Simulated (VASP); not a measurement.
A run of VASP 6.6.1 is set up as follows.

Contents of INCAR:

```
ALGO = Normal ; DIPOL = 0.5 0.5 0.500
EDIFF = 1E-6 ; ENCUT = 520
GGA = PE ; IDIPOL = 3
ISIF = 2 ; ISMEAR = 0
LASPH = True ; LCHARG = False
LDIPOL = True ; LREAL = False
LWAVE = False ; NBANDS = 11
NELM = 80 ; PREC = Accurate
SIGMA = 0.1
```

The input KPOINTS:

```
k-points
0
Gamma
  15 15 1
```

File POSCAR:

```
Si
1.0
    3.8750000000      0.0000000000      0.0000000000
   -1.9375000000      3.3558484397      0.0000000000
    0.0000000000      0.0000000000     28.0000000000
Si
2
Direct
    0.3333333333      0.6666666667      0.5076607143
    0.6666666667      0.3333333333      0.4923392857
```

Potentials or basis: VASP PAW PBE potentials, release 64 (Si).

Run with:

```bash
$ cat potpaw_PBE.64/Si/POTCAR > POTCAR
$ mpirun -np 1 vasp_std > vasp.out
```

(1) Predict the band gap on the k mesh.

(2) What does it give for the largest force?

Answers

(1) zero (filled and empty bands touch).

(2) 0.022 eV/Å.
